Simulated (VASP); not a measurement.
# Os (Im-3m) in VASP: further runs

Os is run at these levels: PBE; tasks: single point, relaxation of cell and atoms.

Everything below comes from runs of VASP 6.6.1. Logs are shortened: lines on timing, memory, paths and dates and some standing lists are left out, and cuts for length are marked.

### Step 1. The cell of the first run

The structure is cubic, space group Im-3m (No. 229). The conventional cell has a = 3.133 Å, b = 3.133 Å, c = 3.133 Å, α = 90.00°, β = 90.00°, γ = 90.00°. Os (site symmetry m-3m) has 14 Os at 2.71 to 3.13 Å within 3.6 Å.

### Step 2. Single point, PBE (volume scaled by 1.04)

INCAR reads:

```
SYSTEM = Os
PREC = Accurate
ENCUT = 520
EDIFF = 1E-7
ISMEAR = -1
SIGMA = 0.1
LREAL = .FALSE.
LASPH = .TRUE.
NELM = 100
ALGO = Normal
ISIF = 2
LWAVE = .FALSE.
LCHARG = .TRUE.
GGA = PE
LELF = .TRUE.
LVHAR = .TRUE.
NBANDS = 10
```

KPOINTS reads:

```
regular mesh
0
G
  16 16 16
  0 0 0
```

POSCAR reads:

```
Os
1.0
   -1.5666759677      1.5666759677      1.5666759677
    1.5666759677     -1.5666759677      1.5666759677
    1.5666759677      1.5666759677     -1.5666759677
Os
1
Direct
    0.0000000000      0.0000000000      0.0000000000
```

Potentials or basis: VASP PAW PBE potentials, release 64 (Os).

Started as:

```
$ cat potpaw_PBE.64/Os/POTCAR > POTCAR
$ mpirun -np 1 vasp_std > vasp.out
```

OUTCAR:

```text
SYSTEM = Os
   PREC = Accurate
   ENCUT = 520
   EDIFF = 1E-7
   ISMEAR = -1
   LREAL = .FALSE.
   LASPH = .TRUE.
   NELM = 100
   ISIF = 2
   GGA = PE

 ion  position               nearest neighbor table
   1  0.000  0.000  0.000-

  LATTYP: Found a body centered cubic cell.
 ALAT       =     3.1333519354

  Lattice vectors:

 A1 = (  -1.5666759677,   1.5666759677,   1.5666759677)
 A2 = (   1.5666759677,  -1.5666759677,   1.5666759677)
 A3 = (   1.5666759677,   1.5666759677,  -1.5666759677)

Analysis of symmetry for initial positions (statically):
=====================================================================
 Subroutine PRICEL returns:
 Original cell was already a primitive cell.

 Routine SETGRP: Setting up the symmetry group for a
 body centered cubic supercell.

 Subroutine GETGRP returns: Found 48 space group operations
 (whereof 48 operations were pure point group operations)
 out of a pool of 48 trial point group operations.

The static configuration has the point symmetry O_h .

Analysis of symmetry for dynamics (positions and initial velocities):
=====================================================================
 Subroutine PRICEL returns:
 Original cell was already a primitive cell.

 Routine SETGRP: Setting up the symmetry group for a
 body centered cubic supercell.

 Subroutine GETGRP returns: Found 48 space group operations
 (whereof 48 operations were pure point group operations)
 out of a pool of 48 trial point group operations.

The dynamic configuration has the point symmetry O_h .

 Subroutine INISYM returns: Found 48 space group operations
 (whereof 48 operations are pure point group operations),
 and found     1 'primitive' translations

----------------------------------------------------------------------------------------

                                     Primitive cell

  volume of cell :      15.3815

  direct lattice vectors                    reciprocal lattice vectors
    -1.566675968  1.566675968  1.566675968     0.000000000  0.319147041  0.319147041
     1.566675968 -1.566675968  1.566675968     0.319147041  0.000000000  0.319147041
     1.566675968  1.566675968 -1.566675968     0.319147041  0.319147041  0.000000000

  length of vectors
     2.713562375  2.713562375  2.713562375     0.451342074  0.451342074  0.451342074

  position of ions in fractional coordinates (direct lattice)
     0.000000000  0.000000000  0.000000000

  ion indices of the primitive-cell ions
   primitive index   ion index
                 1           1

----------------------------------------------------------------------------------------

 KPOINTS: regular mesh

Automatic generation of k-mesh.
 Grid dimensions read from file:
 generate k-points for:   16   16   16

 Generating k-lattice:

  Cartesian coordinates                     Fractional coordinates (reciprocal lattice)
     0.000000000  0.019946690  0.019946690     0.062500000  0.000000000  0.000000000
     0.019946690  0.000000000  0.019946690     0.000000000  0.062500000  0.000000000
     0.019946690  0.019946690  0.000000000     0.000000000  0.000000000  0.062500000

  Length of vectors
     0.028208880  0.028208880  0.028208880

  Shift w.r.t. Gamma in fractional coordinates (k-lattice)
     0.000000000  0.000000000  0.000000000

 Subroutine IBZKPT returns following result:
 ===========================================

 Found    145 irreducible k-points:

 Following reciprocal coordinates:
            Coordinates               Weight
  0.000000  0.000000  0.000000      1.000000
  0.062500  0.000000  0.000000     12.000000
  0.125000  0.000000  0.000000     12.000000
  0.187500  0.000000  0.000000     12.000000
  0.250000  0.000000  0.000000     12.000000
  0.312500  0.000000  0.000000     12.000000
[... 16 lines left out ...]
  0.187500  0.187500  0.000000     24.000000
  0.250000  0.187500  0.000000     48.000000
 [... further k-points ...]
   k-points           NKPTS =    145   k-points in BZ     NKDIM =    145   number of bands    NBANDS=     10
   number of dos      NEDOS =    301   number of ions     NIONS =      1
   total plane-waves  NPLWV =   8000
   dimension x,y,z NGX =    20 NGY =   20 NGZ =   20
   dimension x,y,z NGXF=    40 NGYF=   40 NGZF=   40
   ions per type =               1
   NGX,Y,Z   is equivalent  to a cutoff of  12.25, 12.25, 12.25 a.u.
   NGXF,Y,Z  is equivalent  to a cutoff of  24.51, 24.51, 24.51 a.u.
 SYSTEM =  Os
   PREC   = accura    normal or accurate (medium, high low for compatibility)
   ISTART =      0    job   : 0-new  1-cont  2-samecut
   ICHARG =      2    charge: 1-file 2-atom 10-const
   ISPIN  =      1    spin polarized calculation?
   LNONCOLLINEAR =      F non collinear calculations
   LSORBIT =      F    spin-orbit coupling
   LASPH  =      T    aspherical Exc in radial PAW
   ENCUT  =  520.0 eV  38.22 Ry    6.18 a.u.   5.05  5.05  5.05*2*pi/ulx,y,z
   NELM   =    100;   NELMIN=  2; NELMDL= -5     # of ELM steps
   EDIFF  = 0.1E-06   stopping-criterion for ELM
   LREAL  =      F    real-space projection
   EDIFFG = 0.1E-05   stopping-criterion for IOM
   NSW    =      0    number of steps for IOM
   IBRION =     -1    ionic relax: 0-MD 1-quasi-New 2-CG
   NFREE  =      0    steps in history (QN), initial steepest desc. (CG)
   ISIF   =      2    stress and relaxation
   ISYM   =      2    0-nonsym 1-usesym 2-fastsym
   POTIM  = 0.5000    time-step for ionic-motion
   TEBEG  =    0.0;   TEEND  =   0.0 temperature during run
   PSTRESS=    0.0 pullay stress
   NELECT =       8.0000    total number of electrons
   NUPDOWN=      -1.0000    fix difference up-down
   EMIN   =  10.00;   EMAX   =-10.00  energy-range for DOS
   EFERMI =   0.00;   METHOD = LEGACY
   ISMEAR =    -1;   SIGMA  =   0.10  broadening in eV -4-tet -1-fermi 0-gaus
   EFERMI_NEDOS =   21; number of points for ismear=-14 and -15
   IALGO  =     38    algorithm
   IMIX   =      4    mixing-type and parameters
     AMIX     =   0.40;   BMIX     =  1.00
     AMIX_MAG =   1.60;   BMIX_MAG =  1.00
  volume/ion in A,a.u.               =      15.38       103.80
  Fermi-wavevector in a.u.,A,eV,Ry     =   1.316555  2.487928 23.583208  1.733317
  Thomas-Fermi vector in A             =   2.446659
   LORBIT       =      0    0 simple, 1 ext, 2 COOP (PROOUT), +10 PAW based schemes
   GGA     = PE    functional components
   LHFCALC =     F    Hartree Fock is set to
   AEXX    =    0.0000 exact exchange contribution
   IVDW    =     0    specifies the selected vdW correction
   LEPSILON=     F    determine dielectric tensor
   LRPA    =     F    only Hartree local field effects (RPA)
 non-spin polarized calculation
  energy-cutoff  :      520.00
  volume of cell :       15.38
 maximum number of plane-waves:       427
   NGX =  9   NGY =  9   NGZ =  9

 number of electron       7.9999999 magnetization

 Free energy of the ion-electron system (eV)
  ---------------------------------------------------
  ext. energy  EPLUGINS =         0.00000000
  ---------------------------------------------------
  free energy    TOTEN  =       -10.35949128 eV

  energy without entropy =      -10.30461612  energy(sigma->0) =      -10.33205370

 E-fermi :   8.3625     XC(G=0): -13.5002

 val. band max:        8.3609144579   @ k =  -0.3125   0.3125   0.2500
 cond. band min:       8.3769097930   @ k =   0.1875   0.0000   0.0000
 fundamental gap:      0.0159953351
 Fermi energy:         8.3624779111

 k-point     1 :       0.0000    0.0000    0.0000
  band No.  band energies     occupation
      1      -1.9995      2.00000
      2       5.2781      2.00000
      3       5.2781      2.00000
      4       5.2781      2.00000
      5       8.3004      1.30065
      6       8.3004      1.30065
      7      24.5121      0.00000
      8      24.5121      0.00000
      9      24.5121      0.00000
     10      35.5570      0.00000

 k-point     2 :       0.0625    0.0000    0.0000
  band No.  band energies     occupation
      1      -1.8247      2.00000
      2       5.1914      2.00000
      3       5.2691      2.00000
      4       5.4372      2.00000
      5       8.1787      1.72545
      6       8.3059      1.27541
      7      24.6266      0.00000
      8      24.7954      0.00000
      9      24.7959      0.00000
     10      33.7076      0.00000

 k-point     3 :       0.1250    0.0000    0.0000
  band No.  band energies     occupation
      1      -1.3211      2.00000
      2       4.9534      2.00000
      3       5.2185      2.00000
      4       5.9072      2.00000
      5       7.9198      1.97637
      6       8.3277      1.17216
      7      24.8390      0.00000
      8      25.3836      0.00000
      9      25.6210      0.00000
     10      31.7322      0.00000

 k-point     4 :       0.1875    0.0000    0.0000
  band No.  band energies     occupation
      1      -0.5627      2.00000
      2       4.6177      2.00000
      3       5.1018      2.00000
      4       6.6630      2.00000
      5       7.7439      1.99589
      6       8.3769      0.92797
      7      24.7056      0.00000
      8      25.3404      0.00000
      9      26.9166      0.00000
     10      30.7733      0.00000

 k-point     5 :       0.2500    0.0000    0.0000
  band No.  band energies     occupation
      1       0.2843      2.00000
      2       4.2491      2.00000
      3       5.0464      2.00000
      4       7.6576      1.99826
      5       7.7728      1.99452
      6       8.4623      0.53872
      7      23.8022      0.00000
      8      23.8743      0.00000
      9      28.5835      0.00000
     10      31.2363      0.00000

 k-point     6 :       0.3125    0.0000    0.0000
  band No.  band energies     occupation
      1       0.9319      2.00000
      2       3.9053      2.00000
      3       5.3824      2.00000
      4       7.9567      1.96602
      5       8.5801      0.20380
      6       8.8084      0.02287
      7      21.5049      0.00000
      8      22.7196      0.00000
      9      29.0392      0.00000
     10      30.4945      0.00000
[... 183 lines left out ...]
 k-point    21 :       0.3750    0.1250    0.0000
  band No.  band energies     occupation
      1       1.6790      2.00000
      2       3.5766      2.00000
      3       6.2808      2.00000
      4       8.0766      1.89156
      5       9.1549      0.00072
      6      12.0594      0.00000
      7      16.9980      0.00000
      8      21.4221      0.00000
      9      24.1895      0.00000
     10      31.8242      0.00000

 k-point    22 :       0.4375    0.1250   -0.0000
  band No.  band energies     occupation
      1       1.6580      2.00000
      2       3.5258      2.00000
      3       6.6594      2.00000
      4       8.0519      1.91429
      5       9.3559      0.00010
      6      12.5761      0.00000
      7      16.1511      0.00000
      8      21.1574      0.00000
      9      23.7962      0.00000
     10      32.0407      0.00000

 k-point    23 :       0.1875    0.1875    0.0000
  band No.  band energies     occupation
      1       1.5010      2.00000
      2       4.1332      2.00000
      3       4.3829      2.00000
      4       7.5507      1.99940
      5       8.8015      0.02450
      6       9.6550      0.00000
      7      21.5590      0.00000
      8      23.7843      0.00000
      9      26.1175      0.00000
     10      28.2291      0.00000

 k-point    24 :       0.2500    0.1875    0.0000
  band No.  band energies     occupation
      1       2.0257      2.00000
      2       3.8864      2.00000
      3       4.6629      2.00000
      4       7.7462      1.99580
      5       8.8821      0.01102
      6      11.0791      0.00000
      7      19.5302      0.00000
      8      22.5856      0.00000
      9      25.0120      0.00000
     10      29.2225      0.00000

 [... further k-points ...]

------------------------ aborting loop because EDIFF is reached ----------------------------------------

  FORCE on cell =-STRESS in cart. coord.  units (eV):
  Direction    XX          YY          ZZ          XY          YZ          ZX
  --------------------------------------------------------------------------------------
  -------------------------------------------------------------------------------------
  Total       -1.2087752     -1.2087752     -1.2087752      0.0000000      0.0000000     -0.0000000
  in kB     -125.9095251   -125.9095251   -125.9095251      0.0000000      0.0000000     -0.0000000
  external PRESSURE =    -125.9095251 kB  Pullay stress =       0.0000000 kB

 VOLUME and BASIS-vectors are now :
 -----------------------------------------------------------------------------
  energy-cutoff  :      520.00
  volume of cell :       15.38
      direct lattice vectors                 reciprocal lattice vectors
    -1.566675968  1.566675968  1.566675968     0.000000000  0.319147041  0.319147041
     1.566675968 -1.566675968  1.566675968     0.319147041  0.000000000  0.319147041
     1.566675968  1.566675968 -1.566675968     0.319147041  0.319147041  0.000000000

 POSITION                                       TOTAL-FORCE (eV/Angst)
 -----------------------------------------------------------------------------------
      0.00000      0.00000      0.00000        -0.000000     -0.000000     -0.000000
 -----------------------------------------------------------------------------------
    total drift:                               -0.000000     -0.000000      0.000000

  FREE ENERGIE OF THE ION-ELECTRON SYSTEM (eV)
  ---------------------------------------------------
  free  energy   TOTEN  =       -10.3594912800 eV

  energy  without entropy=      -10.3046161168  energy(sigma->0) =      -10.33205370
```

Wall time 37 s (1 thread of AMD EPYC 7R13, shared host); peak memory 0.11 GiB.

Results:

- Free energy: -10.3595 eV
- Pressure: -12.6 GPa
- Band gap on the k mesh: zero (band 4 reaches 10.53 eV, above the bottom of band 5 at 6.50 eV)

Levels at points of the mesh, in eV from the Fermi level:
| k point | band 2 | band 3 | band 4 | band 5 | band 6 | band 7 |
| --- | --- | --- | --- | --- | --- | --- |
| (0.00, 0.00, 0.00) | -3.08 | -3.08 | -3.08 | -0.06 | -0.06 | 16.15 |
| (0.50, 0.00, 0.00) | -4.97 | -0.22 | -0.18 | 0.49 | 2.91 | 8.21 |
| (0.50, 0.50, 0.50) | -6.70 | 2.17 | 2.17 | 2.17 | 7.58 | 7.58 |

Caveat: spin-orbit coupling is left out, which moves the levels of the heavy elements.

[end of part 1 of 2]
